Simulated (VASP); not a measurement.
# W3Cl (P4/nmm) in VASP: single point with PBE

Aim: the single point of W3Cl with PBE.

Program: VASP 6.6.1. These are calculated values, not measurements. Logs are shortened: lines on timing, memory, paths and dates and some standing lists are left out, and cuts for length are marked.

## Step 1: The cell of the first run

The structure is tetragonal, space group P4/nmm (No. 129). The conventional cell has a = 3.126 Å, b = 3.126 Å, c = 15.530 Å, α = 90.00°, β = 90.00°, γ = 90.00°. Within 3.6 Å of W (site symmetry 4mm) lie 9 W at 2.73 to 3.21 Å and 4 Cl at 2.84 Å. Within 3.6 Å of W (site symmetry 4mm) lie 14 W at 2.73 to 3.21 Å. W (site symmetry 4mm) has 13 W at 2.73 to 3.20 Å and 1 Cl at 3.40 Å within 3.6 Å. Cl (site symmetry 4mm) has 5 W at 2.84 to 3.40 Å and 4 Cl at 3.13 Å within 3.7 Å.

## Step 2: Single point, PBE

INCAR

```
SYSTEM = W3Cl
ALGO = Normal
EDIFF = 1E-6
ENCUT = 520
GGA = PE
ISIF = 2
ISMEAR = 0
LASPH = .TRUE.
LCHARG = .FALSE.
LREAL = .FALSE.
LWAVE = .FALSE.
NBANDS = 59
NELM = 80
PREC = Accurate
SIGMA = 0.1
```

KPOINTS

```
k-points
0
G
  10 10 2
  0 0 0
```

POSCAR

```
W3Cl
1.0
    3.1260584687      0.0000000000      0.0000000000
    0.0000000000      3.1260584687      0.0000000000
    0.0000000000      0.0000000000     15.5299051671
W Cl
6 2
Direct
    0.0000000000      0.5000000000      0.7419392572
    0.0000000000      0.5000000000      0.9485141049
    0.5000000000      0.0000000000      0.8456300486
    0.5000000000      0.0000000000      0.2580607428
    0.5000000000      0.0000000000      0.0514858951
    0.0000000000      0.5000000000      0.1543699514
    0.5000000000      0.0000000000      0.6268746730
    0.0000000000      0.5000000000      0.3731253270
```

Potentials or basis: VASP PAW PBE potentials, release 64 (W_sv, Cl).

Started as:

```console
$ cat potpaw_PBE.64/W_sv/POTCAR potpaw_PBE.64/Cl/POTCAR > POTCAR
$ mpirun -np 1 vasp_std > vasp.out
```

OUTCAR:

```text
SYSTEM = W3Cl
   EDIFF = 1E-6
   ENCUT = 520
   GGA = PE
   ISIF = 2
   ISMEAR = 0
   LASPH = .TRUE.
   LREAL = .FALSE.
   NELM = 80
   PREC = Accurate

 ion  position               nearest neighbor table
   1  0.000  0.500  0.742-   3 2.73   3 2.73   3 2.73   3 2.73   7 2.84   7 2.84   7 2.84   7 2.84
                             2 3.21
   2  0.000  0.500  0.949-   3 2.73   3 2.73   3 2.73   3 2.73   5 2.73   5 2.73   5 2.73   5 2.73
                             6 3.20   1 3.21
   3  0.500  0.000  0.846-   2 2.73   2 2.73   2 2.73   2 2.73   1 2.73   1 2.73   1 2.73   1 2.73
                             5 3.20
   4  0.500  0.000  0.258-   6 2.73   6 2.73   6 2.73   6 2.73   8 2.84   8 2.84   8 2.84   8 2.84
                             5 3.21
   5  0.500  0.000  0.051-   6 2.73   6 2.73   6 2.73   6 2.73   2 2.73   2 2.73   2 2.73   2 2.73
                             3 3.20   4 3.21
   6  0.000  0.500  0.154-   5 2.73   5 2.73   5 2.73   5 2.73   4 2.73   4 2.73   4 2.73   4 2.73
                             2 3.20
   7  0.500  0.000  0.627-   1 2.84   1 2.84   1 2.84   1 2.84
   8  0.000  0.500  0.373-   4 2.84   4 2.84   4 2.84   4 2.84

  LATTYP: Found a simple tetragonal cell.
 ALAT       =     3.1260584687
 C/A-ratio  =     4.9678869806

  Lattice vectors:

 A1 = (   3.1260584687,   0.0000000000,   0.0000000000)
 A2 = (   0.0000000000,   3.1260584687,   0.0000000000)
 A3 = (   0.0000000000,   0.0000000000,  15.5299051671)

Analysis of symmetry for initial positions (statically):
=====================================================================
 Subroutine PRICEL returns:
 Original cell was already a primitive cell.

 Routine SETGRP: Setting up the symmetry group for a
 simple tetragonal supercell.

 Subroutine GETGRP returns: Found 16 space group operations
 (whereof  8 operations were pure point group operations)
 out of a pool of 16 trial point group operations.

The static configuration has the point symmetry D_2d.
 The point group associated with its full space group is D_4h.

Analysis of symmetry for dynamics (positions and initial velocities):
=====================================================================
 Subroutine PRICEL returns:
 Original cell was already a primitive cell.

 Routine SETGRP: Setting up the symmetry group for a
 simple tetragonal supercell.

 Subroutine GETGRP returns: Found 16 space group operations
 (whereof  8 operations were pure point group operations)
 out of a pool of 16 trial point group operations.

The dynamic configuration has the point symmetry D_2d.
 The point group associated with its full space group is D_4h.

 Subroutine INISYM returns: Found 16 space group operations
 (whereof  8 operations are pure point group operations),
 and found     1 'primitive' translations

----------------------------------------------------------------------------------------

                                     Primitive cell

  volume of cell :     151.7620

  direct lattice vectors                    reciprocal lattice vectors
     3.126058469  0.000000000  0.000000000     0.319891650  0.000000000  0.000000000
     0.000000000  3.126058469  0.000000000     0.000000000  0.319891650  0.000000000
     0.000000000  0.000000000 15.529905167     0.000000000  0.000000000  0.064391894

  length of vectors
     3.126058469  3.126058469 15.529905167     0.319891650  0.319891650  0.064391894

  position of ions in fractional coordinates (direct lattice)
     0.000000000  0.500000000  0.741939257
     0.000000000  0.500000000  0.948514105
     0.500000000  0.000000000  0.845630049
     0.500000000  0.000000000  0.258060743
     0.500000000  0.000000000  0.051485895
     0.000000000  0.500000000  0.154369951
     0.500000000  0.000000000  0.626874673
     0.000000000  0.500000000  0.373125327

  ion indices of the primitive-cell ions
   primitive index   ion index
                 1           1
                 2           2
                 3           3
                 4           4
                 5           5
                 6           6
                 7           7
                 8           8

----------------------------------------------------------------------------------------

 KPOINTS: k-points

Automatic generation of k-mesh.
 Grid dimensions read from file:
 generate k-points for:   10   10    2

 Generating k-lattice:

  Cartesian coordinates                     Fractional coordinates (reciprocal lattice)
     0.031989165  0.000000000  0.000000000     0.100000000  0.000000000  0.000000000
     0.000000000  0.031989165  0.000000000     0.000000000  0.100000000  0.000000000
     0.000000000  0.000000000  0.032195947     0.000000000  0.000000000  0.500000000

  Length of vectors
     0.031989165  0.031989165  0.032195947

  Shift w.r.t. Gamma in fractional coordinates (k-lattice)
     0.000000000  0.000000000  0.000000000

 Subroutine IBZKPT returns following result:
 ===========================================

 Found     42 irreducible k-points:

 Following reciprocal coordinates:
            Coordinates               Weight
  0.000000  0.000000  0.000000      1.000000
  0.100000  0.000000  0.000000      4.000000
  0.200000  0.000000  0.000000      4.000000
  0.300000  0.000000  0.000000      4.000000
  0.400000  0.000000  0.000000      4.000000
  0.500000  0.000000  0.000000      2.000000
[... 16 lines left out ...]
  0.100000  0.000000  0.500000      4.000000
  0.200000  0.000000  0.500000      4.000000
 [... further k-points ...]
   k-points           NKPTS =     42   k-points in BZ     NKDIM =     42   number of bands    NBANDS=     59
   number of dos      NEDOS =    301   number of ions     NIONS =      8
   total plane-waves  NPLWV =  69120
   dimension x,y,z NGX =    24 NGY =   24 NGZ =  120
   dimension x,y,z NGXF=    48 NGYF=   48 NGZF=  240
   ions per type =               6   2
   NGX,Y,Z   is equivalent  to a cutoff of  12.76, 12.76, 12.85 a.u.
   NGXF,Y,Z  is equivalent  to a cutoff of  25.53, 25.53, 25.69 a.u.
 SYSTEM =  W3Cl
   PREC   = accura    normal or accurate (medium, high low for compatibility)
   ISTART =      0    job   : 0-new  1-cont  2-samecut
   ICHARG =      2    charge: 1-file 2-atom 10-const
   ISPIN  =      1    spin polarized calculation?
   LNONCOLLINEAR =      F non collinear calculations
   LSORBIT =      F    spin-orbit coupling
   LASPH  =      T    aspherical Exc in radial PAW
   ENCUT  =  520.0 eV  38.22 Ry    6.18 a.u.   5.81  5.81 28.88*2*pi/ulx,y,z
   NELM   =     80;   NELMIN=  2; NELMDL= -5     # of ELM steps
   EDIFF  = 0.1E-05   stopping-criterion for ELM
   LREAL  =      F    real-space projection
   EDIFFG = 0.1E-04   stopping-criterion for IOM
   NSW    =      0    number of steps for IOM
   IBRION =     -1    ionic relax: 0-MD 1-quasi-New 2-CG
   NFREE  =      0    steps in history (QN), initial steepest desc. (CG)
   ISIF   =      2    stress and relaxation
   ISYM   =      2    0-nonsym 1-usesym 2-fastsym
   POTIM  = 0.5000    time-step for ionic-motion
   TEBEG  =    0.0;   TEEND  =   0.0 temperature during run
   PSTRESS=    0.0 pullay stress
   NELECT =      98.0000    total number of electrons
   NUPDOWN=      -1.0000    fix difference up-down
   EMIN   =  10.00;   EMAX   =-10.00  energy-range for DOS
   EFERMI =   0.00;   METHOD = LEGACY
   ISMEAR =     0;   SIGMA  =   0.10  broadening in eV -4-tet -1-fermi 0-gaus
   EFERMI_NEDOS =   21; number of points for ismear=-14 and -15
   IALGO  =     38    algorithm
   IMIX   =      4    mixing-type and parameters
     AMIX     =   0.40;   BMIX     =  1.00
     AMIX_MAG =   1.60;   BMIX_MAG =  1.00
  volume/ion in A,a.u.               =      18.97       128.02
  Fermi-wavevector in a.u.,A,eV,Ry     =   1.415020  2.674000 27.242688  2.002281
  Thomas-Fermi vector in A             =   2.536502
   LORBIT       =      0    0 simple, 1 ext, 2 COOP (PROOUT), +10 PAW based schemes
   GGA     = PE    functional components
   LHFCALC =     F    Hartree Fock is set to
   AEXX    =    0.0000 exact exchange contribution
   IVDW    =     0    specifies the selected vdW correction
   LEPSILON=     F    determine dielectric tensor
   LRPA    =     F    only Hartree local field effects (RPA)
 non-spin polarized calculation
 Gauss-broadening in eV      SIGMA  =   0.10
  energy-cutoff  :      520.00
  volume of cell :      151.76
 maximum number of plane-waves:      4144
 NGX is ok and might be reduce to    24
   NGX = 11   NGY = 11   NGZ = 57

 number of electron      98.0000011 magnetization

 Free energy of the ion-electron system (eV)
  ---------------------------------------------------
  ext. energy  EPLUGINS =         0.00000000
  ---------------------------------------------------
  free energy    TOTEN  =       -80.16589455 eV

  energy without entropy =      -80.13576742  energy(sigma->0) =      -80.15083098

 E-fermi :   7.7951     XC(G=0): -11.5043

 val. band max:        7.7909805724   @ k =   0.3000   0.3000   0.0000
 cond. band min:       7.8035021869   @ k =   0.3000   0.3000   0.5000
 fundamental gap:      0.0125216145
 Fermi energy:         7.7950554450

 k-point     1 :       0.0000    0.0000    0.0000
  band No.  band energies     occupation
      1     -66.4480      2.00000
      2     -66.4479      2.00000
      3     -66.1780      2.00000
      4     -66.0603      2.00000
      5     -65.8642      2.00000
      6     -65.8579      2.00000
[... 51 lines left out ...]
     58      10.2179      0.00000
     59      10.4317      0.00000

 k-point     2 :       0.1000    0.0000    0.0000
  band No.  band energies     occupation
      1     -66.4465      2.00000
      2     -66.4464      2.00000
      3     -66.1730      2.00000
      4     -66.0603      2.00000
      5     -65.8649      2.00000
      6     -65.8595      2.00000
[... 1353 lines left out ...]
     58       9.9077      0.00000
     59      10.1203      0.00000

 k-point    24 :       0.2000    0.0000    0.5000
  band No.  band energies     occupation
      1     -66.4423      2.00000
      2     -66.4423      2.00000
      3     -66.1588      2.00000
      4     -66.0614      2.00000
      5     -65.8667      2.00000
      6     -65.8636      2.00000
[... 51 lines left out ...]
     58      10.0517      0.00000
     59      10.3696      0.00000

 [... further k-points ...]

------------------------ aborting loop because EDIFF is reached ----------------------------------------

  FORCE on cell =-STRESS in cart. coord.  units (eV):
  Direction    XX          YY          ZZ          XY          YZ          ZX
  --------------------------------------------------------------------------------------
  -------------------------------------------------------------------------------------
  Total        0.2823023      0.2823023      0.2944258      0.0000000      0.0000000     -0.0000000
  in kB        2.9803141      2.9803141      3.1083033      0.0000000      0.0000000     -0.0000000
  external PRESSURE =       3.0229772 kB  Pullay stress =       0.0000000 kB

 VOLUME and BASIS-vectors are now :
 -----------------------------------------------------------------------------
  energy-cutoff  :      520.00
  volume of cell :      151.76
      direct lattice vectors                 reciprocal lattice vectors
     3.126058469  0.000000000  0.000000000     0.319891650  0.000000000  0.000000000
     0.000000000  3.126058469  0.000000000     0.000000000  0.319891650  0.000000000
     0.000000000  0.000000000 15.529905167     0.000000000  0.000000000  0.064391894

 POSITION                                       TOTAL-FORCE (eV/Angst)
 -----------------------------------------------------------------------------------
      0.00000      1.56303     11.52225         0.000000     -0.000000     -0.014569
      0.00000      1.56303     14.73033         0.000000     -0.000000      0.001622
      1.56303      0.00000     13.13255         0.000000     -0.000000     -0.020923
      1.56303      0.00000      4.00766        -0.000000     -0.000000      0.014569
      1.56303      0.00000      0.79957         0.000000     -0.000000     -0.001622
      0.00000      1.56303      2.39735         0.000000      0.000000      0.020923
      1.56303      0.00000      9.73530         0.000000      0.000000     -0.015828
      0.00000      1.56303      5.79460         0.000000     -0.000000      0.015828
 -----------------------------------------------------------------------------------
    total drift:                                0.000000      0.000000      0.000000

  FREE ENERGIE OF THE ION-ELECTRON SYSTEM (eV)
  ---------------------------------------------------
  free  energy   TOTEN  =       -80.1658945473 eV

  energy  without entropy=      -80.1357674204  energy(sigma->0) =      -80.15083098
```

It took 3.9 min on 1 thread of Intel Xeon 6975P-C (Granite Rapids), shared host; peak memory 0.41 GiB.

Results:

```
Free energy            : -80.1659 eV
Pressure               : 0.3 GPa
Largest force          : 0.021 eV/Å
Band gap on the k mesh : zero (band 49 reaches 8.94 eV, above the bottom of band 50 at 7.48 eV)
```

Forces on the atoms (eV/Å):
```
W    0.000  0.000 -0.015
W    0.000  0.000  0.002
W    0.000  0.000 -0.021
W    0.000  0.000  0.015
W    0.000  0.000 -0.002
W    0.000  0.000  0.021
Cl   0.000  0.000 -0.016
Cl   0.000  0.000  0.016
```

Caveat: spin-orbit coupling is left out, which moves the levels of the heavy elements; this functional lacks dispersion, which binds the layers, so the pressure and a relaxed spacing across them are unreliable.
